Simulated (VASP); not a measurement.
# Hf8Si13 (P1) in VASP: relaxation of cell and atoms with PBEsol

Aim: the relaxation of cell and atoms of Hf8Si13 with PBEsol.

Program: VASP 6.6.1. These are calculated values, not measurements. Logs are shortened: lines on timing, memory, paths and dates and some standing lists are left out, and cuts for length are marked.

## (1) The cell of the first run

The typed cell holds 21 atoms: a = 7.113 Å, b = 7.391 Å, c = 7.336 Å, α = 104.48°, β = 90.41°, γ = 89.70°.

## (2) Relaxation of cell and atoms, PBEsol (atoms taken out)

Contents of INCAR:

```
ALGO = Normal
EDIFF = 1E-7
EDIFFG = -0.04
ENCUT = 500
GGA = PS
GGA_COMPAT = F
IBRION = 2
ISIF = 3
ISMEAR = 0
ISYM = 0
LASPH = T
LCHARG = F
LREAL = F
LWAVE = F
NELM = 120
NELMIN = 4
NSW = 45
PREC = Accurate
SIGMA = 0.1
```

Contents of KPOINTS:

```
k-points
0
Gamma
  3 3 3
```

Contents of POSCAR:

```
Hf8Si13
1.0
   -0.0190642646      0.0216814168      7.1127888652
   -7.3904849172     -0.0069196144      0.0191372374
    1.8408224745     -7.1015506458     -0.0261685743
Hf Si
8 13
Direct
    0.1262832305      0.4538057907      0.7871635453
    0.6244334670      0.4257314544      0.7935603681
    0.1262951012      0.9469741063      0.7962133380
    0.6273180575      0.9735215045      0.7994653498
    0.3706327213      0.0439813052      0.1948554629
    0.8749177576      0.0421828948      0.1995443772
    0.3703049638      0.5522193838      0.2044362172
    0.8776375343      0.5579168305      0.2091979879
    0.6272549266      0.2833084968      0.1192305253
    0.1245684593      0.7692748791      0.0914248686
    0.6239135008      0.7769786593      0.1289923110
    0.3529896461      0.2349598904      0.9211243357
    0.9042184279      0.2377407638      0.9322953265
    0.3917088547      0.7170964542      0.8731858377
    0.8600488915      0.7154899129      0.8753730240
    0.1287070961      0.1209353065      0.4952820442
    0.6249200640      0.1245651097      0.4928511253
    0.1292227889      0.6283100675      0.4995630311
    0.3729456459      0.3682736737      0.4901843615
    0.3748042574      0.8817235641      0.4978438514
    0.8754679551      0.8801349007      0.5007154555
```

Potentials or basis: VASP PAW PBE potentials, release 64 (Hf_pv, Si).

Command:

```
$ cat potpaw_PBE.64/Hf_pv/POTCAR potpaw_PBE.64/Si/POTCAR > POTCAR
$ mpirun -np 1 vasp_std > vasp.out
```

OUTCAR:

```text
EDIFF = 1E-7
   EDIFFG = -0.04
   ENCUT = 500
   GGA = PS
   IBRION = 2
   ISIF = 3
   ISMEAR = 0
   ISYM = 0
   LASPH = T
   LREAL = F
   NELM = 120
   NELMIN = 4
   NSW = 45
   PREC = Accurate

 ion  position               nearest neighbor table
   1  0.126  0.454  0.787-  12 2.63  13 2.66  15 2.66  14 2.68  18 2.73  19 2.75  10 2.80  16 2.83
                             7 3.43   8 3.49   2 3.55   2 3.58   3 3.63   3 3.76
   2  0.624  0.426  0.794-  14 2.66  15 2.67  12 2.70  17 2.71  13 2.75  19 2.79   9 2.84  11 3.10
                             4 3.35   7 3.45   8 3.46   1 3.55   1 3.58
   3  0.126  0.947  0.796-  12 2.65  13 2.65  14 2.68  15 2.72  21 2.75  20 2.77  18 2.78  10 2.80
                            16 2.82   5 3.31   6 3.39   4 3.55   4 3.57   1 3.63   1 3.76
   4  0.627  0.974  0.799-  15 2.68  14 2.69  12 2.73  17 2.75  21 2.77  13 2.78  20 2.79   9 2.84
                            11 3.12   6 3.34   2 3.35   5 3.37   3 3.55   3 3.57
   5  0.371  0.044  0.195-  11 2.62  10 2.65   9 2.70  12 2.73  16 2.75  17 2.78  20 2.78  19 2.80
                            14 2.93   3 3.31   4 3.37   6 3.53   6 3.59   7 3.65   7 3.74
   6  0.875  0.042  0.200-  11 2.61  10 2.65   9 2.67  13 2.72  17 2.75  16 2.76  21 2.76  15 2.94
                             4 3.34   3 3.39   5 3.53   5 3.59   8 3.60   8 3.79
   7  0.370  0.552  0.204-  11 2.61  10 2.63   9 2.65  18 2.72  12 2.72  19 2.77  20 2.82  14 2.98
                             1 3.43   2 3.45   8 3.50   8 3.61   5 3.65   5 3.74
   8  0.878  0.558  0.209-  11 2.58  10 2.65   9 2.66  13 2.71  18 2.72  21 2.77  15 2.96   2 3.46
                             1 3.49   7 3.50   6 3.60   7 3.61   6 3.79
   9  0.627  0.283  0.119-  13 2.38  12 2.40   7 2.65   8 2.66   6 2.67   5 2.70   4 2.84   2 2.84

  10  0.125  0.769  0.091-  15 2.42  14 2.46   7 2.63   8 2.65   5 2.65   6 2.65   1 2.80   3 2.80

  11  0.624  0.777  0.129-  14 2.45  15 2.47   8 2.58   6 2.61   7 2.61   5 2.62   2 3.10   4 3.12
[... 7 lines left out ...]
  16  0.129  0.121  0.495-  20 2.48  19 2.54  21 2.55   5 2.75   6 2.76   3 2.82   1 2.83
  17  0.625  0.125  0.493-  19 2.54  20 2.54  21 2.54   2 2.71   6 2.75   4 2.75   5 2.78
  18  0.129  0.628  0.500-  19 2.57  20 2.57  21 2.58   7 2.72   8 2.72   1 2.73   3 2.78
  19  0.373  0.368  0.490-  16 2.54  17 2.54  18 2.57   1 2.75   7 2.77   2 2.79   5 2.80
  20  0.375  0.882  0.498-  16 2.48  17 2.54  18 2.57   3 2.77   5 2.78   4 2.79   7 2.82
  21  0.875  0.880  0.501-  17 2.54  16 2.55  18 2.58   3 2.75   6 2.76   4 2.77   8 2.77

IMPORTANT INFORMATION: All symmetrisations will be switched off!
NOSYMM: (Re-)initialisation of all symmetry stuff for point group C_1.

----------------------------------------------------------------------------------------

                                     Primitive cell

  volume of cell :     373.3915

  direct lattice vectors                    reciprocal lattice vectors
    -0.019064265  0.021681417  7.112788865     0.000364457 -0.000423604  0.140594098
    -7.390484917 -0.006919614  0.019137237    -0.135276950 -0.035064759 -0.000255695
     1.840822474 -7.101550646 -0.026168574     0.000132924 -0.140781443  0.000429491

  length of vectors
     7.112847459  7.390512934  7.336302458     0.140595208  0.139747830  0.140782161

  position of ions in fractional coordinates (direct lattice)
     0.126283231  0.453805791  0.787163545
     0.624433467  0.425731454  0.793560368
     0.126295101  0.946974106  0.796213338
     0.627318057  0.973521504  0.799465350
     0.370632721  0.043981305  0.194855463
     0.874917758  0.042182895  0.199544377
[... 13 lines left out ...]
     0.374804257  0.881723564  0.497843851
     0.875467955  0.880134901  0.500715455

  ion indices of the primitive-cell ions
   primitive index   ion index
                 1           1
                 2           2
                 3           3
                 4           4
                 5           5
                 6           6
[... 13 lines left out ...]
                20          20
                21          21

----------------------------------------------------------------------------------------

 KPOINTS: k-points

Automatic generation of k-mesh.
 Grid dimensions read from file:
 generate k-points for:    3    3    3

 Generating k-lattice:

  Cartesian coordinates                     Fractional coordinates (reciprocal lattice)
     0.000121486 -0.000141201  0.046864699     0.333333333  0.000000000  0.000000000
    -0.045092317 -0.011688253 -0.000085232     0.000000000  0.333333333  0.000000000
     0.000044308 -0.046927148  0.000143164     0.000000000 -0.000000000  0.333333333

  Length of vectors
     0.046865069  0.046582610  0.046927387

  Shift w.r.t. Gamma in fractional coordinates (k-lattice)
     0.000000000  0.000000000  0.000000000

 Subroutine IBZKPT returns following result:
 ===========================================

 Found     14 irreducible k-points:

 Following reciprocal coordinates:
            Coordinates               Weight
  0.000000  0.000000  0.000000      1.000000
  0.333333 -0.000000  0.000000      2.000000
  0.000000  0.333333 -0.000000      2.000000
  0.333333  0.333333 -0.000000      2.000000
 -0.333333  0.333333  0.000000      2.000000
  0.000000  0.000000  0.333333      2.000000
  0.333333 -0.000000  0.333333      2.000000
 -0.333333  0.000000  0.333333      2.000000
  0.000000  0.333333  0.333333      2.000000
  0.333333  0.333333  0.333333      2.000000
 -0.333333  0.333333  0.333333      2.000000
 -0.000000 -0.333333  0.333333      2.000000
  0.333333 -0.333333  0.333333      2.000000
 -0.333333 -0.333333  0.333333      2.000000
   k-points           NKPTS =     14   k-points in BZ     NKDIM =     14   number of bands    NBANDS=     79
   number of dos      NEDOS =    301   number of ions     NIONS =     21
   total plane-waves  NPLWV = 157464
   dimension x,y,z NGX =    54 NGY =   54 NGZ =   54
   dimension x,y,z NGXF=   108 NGYF=  108 NGZF=  108
   ions per type =               8  13
   NGX,Y,Z   is equivalent  to a cutoff of  12.62, 12.15, 12.24 a.u.
   NGXF,Y,Z  is equivalent  to a cutoff of  25.24, 24.29, 24.47 a.u.
 SYSTEM =  unknown system
   PREC   = accura    normal or accurate (medium, high low for compatibility)
   ISTART =      0    job   : 0-new  1-cont  2-samecut
   ICHARG =      2    charge: 1-file 2-atom 10-const
   ISPIN  =      1    spin polarized calculation?
   LNONCOLLINEAR =      F non collinear calculations
   LSORBIT =      F    spin-orbit coupling
   LASPH  =      T    aspherical Exc in radial PAW
   ENCUT  =  500.0 eV  36.75 Ry    6.06 a.u.  12.97 13.47 13.38*2*pi/ulx,y,z
   NELM   =    120;   NELMIN=  4; NELMDL= -5     # of ELM steps
   EDIFF  = 0.1E-06   stopping-criterion for ELM
   LREAL  =      F    real-space projection
   EDIFFG = -.4E-01   stopping-criterion for IOM
   NSW    =     45    number of steps for IOM
   IBRION =      2    ionic relax: 0-MD 1-quasi-New 2-CG
   NFREE  =      1    steps in history (QN), initial steepest desc. (CG)
   ISIF   =      3    stress and relaxation
   ISYM   =      0    0-nonsym 1-usesym 2-fastsym
   POTIM  = 0.5000    time-step for ionic-motion
   TEBEG  =    0.0;   TEEND  =   0.0 temperature during run
   PSTRESS=    0.0 pullay stress
   NELECT =     132.0000    total number of electrons
   NUPDOWN=      -1.0000    fix difference up-down
   EMIN   =  10.00;   EMAX   =-10.00  energy-range for DOS
   EFERMI =   0.00;   METHOD = LEGACY
   ISMEAR =     0;   SIGMA  =   0.10  broadening in eV -4-tet -1-fermi 0-gaus
   EFERMI_NEDOS =   21; number of points for ismear=-14 and -15
   IALGO  =     38    algorithm
   IMIX   =      4    mixing-type and parameters
     AMIX     =   0.40;   BMIX     =  1.00
     AMIX_MAG =   1.60;   BMIX_MAG =  1.00
  volume/ion in A,a.u.               =      17.78       119.99
  Fermi-wavevector in a.u.,A,eV,Ry     =   1.157563  2.187477 18.231158  1.339952
  Thomas-Fermi vector in A             =   2.294173
   LORBIT       =      0    0 simple, 1 ext, 2 COOP (PROOUT), +10 PAW based schemes
   GGA     = PS    functional components
   LHFCALC =     F    Hartree Fock is set to
   AEXX    =    0.0000 exact exchange contribution
   IVDW    =     0    specifies the selected vdW correction
   LEPSILON=     F    determine dielectric tensor
   LRPA    =     F    only Hartree local field effects (RPA)
 conjugate gradient relaxation of ions
 non-spin polarized calculation
 Gauss-broadening in eV      SIGMA  =   0.10
  energy-cutoff  :      500.00
  volume of cell :      373.39
 maximum number of plane-waves:      9494
 NGX is ok and might be reduce to    54
   NGX = 25   NGY = 27   NGZ = 27

--------------------------------------- Ionic step        1  -------------------------------------------

 number of electron     132.0000000 magnetization

 Free energy of the ion-electron system (eV)
  ---------------------------------------------------
  ext. energy  EPLUGINS =         0.00000000
  ---------------------------------------------------
  free energy    TOTEN  =      -168.96923320 eV

  energy without entropy =     -168.92565671  energy(sigma->0) =     -168.94744495

------------------------ aborting loop because EDIFF is reached ----------------------------------------

  FORCE on cell =-STRESS in cart. coord.  units (eV):
  Direction    XX          YY          ZZ          XY          YZ          ZX
  --------------------------------------------------------------------------------------
  -------------------------------------------------------------------------------------
  Total        2.0646305     -1.2013249      0.5401999     -0.1272686      0.0821561      0.7695967
  in kB        8.8590772     -5.1547384      2.3179318     -0.5460941      0.3525219      3.3022457
  external PRESSURE =       2.0074235 kB  Pullay stress =       0.0000000 kB
[... 146 lines left out ...]
  FREE ENERGIE OF THE ION-ELECTRON SYSTEM (eV)
  ---------------------------------------------------
  free  energy   TOTEN  =      -168.9871378760 eV

  energy  without entropy=     -168.9456974442  energy(sigma->0) =     -168.96641766

[... ionic steps 4 to 10 ...]

--------------------------------------- Ionic step       11  -------------------------------------------

 number of electron     132.0000004 magnetization

------------------------ aborting loop because EDIFF is reached ----------------------------------------
[... 105 lines left out ...]
--------------------------------------- Ionic step       13  -------------------------------------------

 number of electron     132.0000003 magnetization

 Free energy of the ion-electron system (eV)
  ---------------------------------------------------
  ext. energy  EPLUGINS =         0.00000000
  ---------------------------------------------------
  free energy    TOTEN  =      -169.00221883 eV

  energy without entropy =     -168.95982252  energy(sigma->0) =     -168.98102068

 E-fermi :   6.6679     XC(G=0): -11.0703

 val. band max:        6.6583806192   @ k =   0.0000   0.0000   0.0000
 cond. band min:       6.6961934465   @ k =   0.3333   0.3333   0.3333
 fundamental gap:      0.0378128273
 Fermi energy:         6.6678841548

 k-point     1 :       0.0000    0.0000    0.0000
  band No.  band energies     occupation
      1     -23.9537      2.00000
      2     -23.8655      2.00000
      3     -23.8304      2.00000
      4     -23.8160      2.00000
      5     -23.7688      2.00000
      6     -23.7317      2.00000
[... 1123 lines left out ...]
     77       9.1334      0.00000
     78       9.2664      0.00000
 [bands above 78 left out]

------------------------ aborting loop because EDIFF is reached ----------------------------------------

  FORCE on cell =-STRESS in cart. coord.  units (eV):
  Direction    XX          YY          ZZ          XY          YZ          ZX
  --------------------------------------------------------------------------------------
  -------------------------------------------------------------------------------------
  Total       -0.1143823     -0.0853045     -0.0966678      0.0441650     -0.0451976      0.0524354
  in kB       -0.4900287     -0.3654553     -0.4141374      0.1892085     -0.1936323      0.2246398
  external PRESSURE =      -0.4232071 kB  Pullay stress =       0.0000000 kB
[... 36 lines left out ...]
  FREE ENERGIE OF THE ION-ELECTRON SYSTEM (eV)
  ---------------------------------------------------
  free  energy   TOTEN  =      -169.0022188308 eV

  energy  without entropy=     -168.9598225203  energy(sigma->0) =     -168.98102068

 reached required accuracy - stopping structural energy minimisation
```

It took 44 min on 1 thread of Intel Xeon 6975P-C (Granite Rapids), shared host; peak memory 0.61 GiB.

Results:

| Property | Result |
| --- | --- |
| Free energy | -169.0022 eV |
| Relaxed volume | 17.81 Å³/atom |
| Relaxed cell | a = 7.135 Å, b = 7.413 Å, c = 7.313 Å, α = 104.77°, β = 90.54°, γ = 89.80° |
| Space group after relaxing (to 0.1 Å) | P1 (No. 1) |
| Energy gained by relaxing | 1.6 meV/atom |
| Ionic steps | 13 |
| Pressure after relaxing | 0.0 GPa |
| Largest force after relaxing | 0.025 eV/Å |
| Band gap on the k mesh | zero (bands 66 and 67 overlap by 0.13 eV) |

Forces in eV/Å, atoms in the order of the input:
```
Hf  -0.008 -0.005 -0.011
Hf  -0.008  0.020  0.007
Hf   0.005 -0.003  0.011
Hf  -0.002  0.006  0.002
Hf   0.010  0.002  0.015
Hf  -0.001 -0.002 -0.012
Hf  -0.003 -0.002  0.006
Hf   0.015 -0.002 -0.004
Si  -0.001  0.002 -0.011
Si  -0.005  0.005 -0.001
Si   0.007 -0.020  0.013
Si   0.006  0.007  0.002
Si   0.003  0.022 -0.010
Si  -0.007 -0.012  0.009
Si  -0.010 -0.001  0.005
Si  -0.001 -0.015 -0.001
Si  -0.002  0.009 -0.002
Si   0.002 -0.009 -0.013
Si  -0.005  0.005  0.001
Si  -0.006 -0.006  0.002
Si   0.010 -0.003 -0.009
```

The path:
```csv
step,energy change (eV),largest force (eV/Å),pressure (GPa),volume (Å³)
1,0.0000,0.2829,0.20,373.39
2,-0.0179,0.1161,-0.26,374.59
3,-0.0179,0.1151,-0.28,374.62
4,-0.0227,0.0928,0.23,373.24
5,-0.0228,0.0923,0.29,373.08
6,-0.0269,0.0790,0.08,373.71
7,-0.0278,0.0800,-0.08,374.18
8,-0.0301,0.0589,-0.03,374.08
9,-0.0305,0.0747,0.02,373.94
10,-0.0307,0.0611,0.00,373.99
11,-0.0321,0.0425,0.01,373.93
12,-0.0323,0.0431,0.01,373.90
13,-0.0330,0.0248,-0.04,373.98
```

Final structure:
```xyz
21
Lattice="-0.0126 0.0313 7.1345 -7.4133 0.0057 0.0124 1.8585 -7.0724 -0.0342" Properties=species:S:1:pos:R:3 pbc="T T T"
Hf   -1.8907   -5.5610    0.8793
Hf   -1.7112   -5.5966    4.4120
Hf   -5.5387   -5.6066    0.8806
Hf   -5.7025   -5.6096    4.4590
Hf    0.0051   -1.3814    2.6452
Hf    0.0311   -1.3832    6.2352
Hf   -3.7142   -1.4448    2.6685
Hf   -3.7632   -1.4349    6.2667
Si   -1.8885   -0.8042    4.4805
Si   -5.5432   -0.6669    0.9018
Si   -5.5372   -0.8866    4.4597
Si   -0.0265   -6.4852    2.4980
Si   -0.0327   -6.5162    6.3905
Si   -3.7007   -6.1967    2.7492
Si   -3.6860   -6.1868    6.1253
Si    0.0274   -3.4956    0.9023
Si   -0.0110   -3.4776    4.4509
Si   -3.7268   -3.5123    0.9202
Si   -1.8126   -3.4753    2.6490
Si   -5.6232   -3.5011    2.6680
Si   -5.6063   -3.4982    6.2359
```

Levels at points of the mesh, in eV from the Fermi level:
```csv
k point,band 63,band 64,band 65,band 66,band 67,band 68,band 69,band 70
"(0.00, 0.00, 0.00)",-0.72,-0.54,-0.01,0.06,0.25,0.45,1.12,1.30
```

Caveat: the cell differs from its parent crystal (atoms taken out); the PAW data sets were made with another functional, which shifts forces and pressure a little; spin-orbit coupling is left out, which moves the levels of the heavy elements.

The gap in the log of VASP goes by the Fermi energy; the results here count the filled bands.